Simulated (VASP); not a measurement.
Input of a VASP 6.6.1 run:

INCAR

```
PREC     = Accurate       # precision mode
ENCUT    = 520            # plane-wave cutoff, eV
EDIFF    = 1E-6           # SCF threshold, eV
ISMEAR   = -1             # smearing method
SIGMA    = 0.1            # smearing width, eV
LREAL    = F              # projectors in reciprocal space
LASPH    = T              # aspherical terms in the spheres
NELM     = 80             # most SCF steps
ALGO     = Normal         # electronic algorithm
ISIF     = 2              # what is computed and relaxed
LWAVE    = F              # write WAVECAR
LCHARG   = F              # write CHGCAR
GGA      = RE             # functional
NBANDS   = 13             # bands
```

KPOINTS

```
regular mesh
0
Gamma
  16 16 16
```

File POSCAR:

```
Ru
1.0
    0.0000000000      1.9624469296      1.9624469296
    1.9624469296      0.0000000000      1.9624469296
    1.9624469296      1.9624469296      0.0000000000
Ru
1
Direct
    0.0000000000      0.0000000000      0.0000000000
```

Potentials or basis: VASP PAW PBE potentials, release 64 (Ru_pv).

Command:

```console
$ cat potpaw_PBE.64/Ru_pv/POTCAR > POTCAR
$ mpirun -np 1 vasp_std > vasp.out
```

Task: Predict the pressure.

Result: -18.8 GPa.

Task: Predict the band gap on the k mesh.

Result: Zero (band 7 reaches 12.84 eV, above the bottom of band 8 at 9.83 eV).

Caveat: the PAW data sets were made with another functional, which shifts forces and pressure a little.
